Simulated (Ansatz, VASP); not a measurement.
**One calculation of BaO, two programs**

```
CELL_PARAMETERS angstrom
0.00000 2.74493 2.74493
2.74493 0.00000 2.74493
2.74493 2.74493 0.00000
ATOMIC_POSITIONS crystal
Ba 0.00000 0.00000 0.00000
O 0.50000 0.50000 0.50000
```

Alike in both runs: functional PBEsol; k mesh 8 × 8 × 8; occupations gaussian, width 0.02 eV; no spin polarisation.

Ansatz relaxed the structure, and its values are those at the end. VASP's run is a single point on that final structure, the one shown.

|  | VASP | Ansatz |
| --- | --- | --- |
| version | VASP 6.6.1 | Ansatz 0.2.0 |
| potentials or method | VASP PAW PBE potentials, release 64 (Ba_sv, O), cutoff 600 eV | scalar-relativistic, plane waves, PAW |
| valence electrons in the cell | 16 | 16 |

VASP gave:

```
gap on the k mesh at the Fermi level (eV) : 1.77
least direct gap on the mesh (eV)         : 1.77
pressure (GPa)                            : 1.8
```

Q: Estimate Ansatz's values.

A: gap on the k mesh at the Fermi level (eV): 1.84; least direct gap on the mesh (eV): 1.84; pressure (GPa): 0.0.

VASP's potentials were made for PBE, not for PBEsol.

Spin-orbit coupling is off throughout.
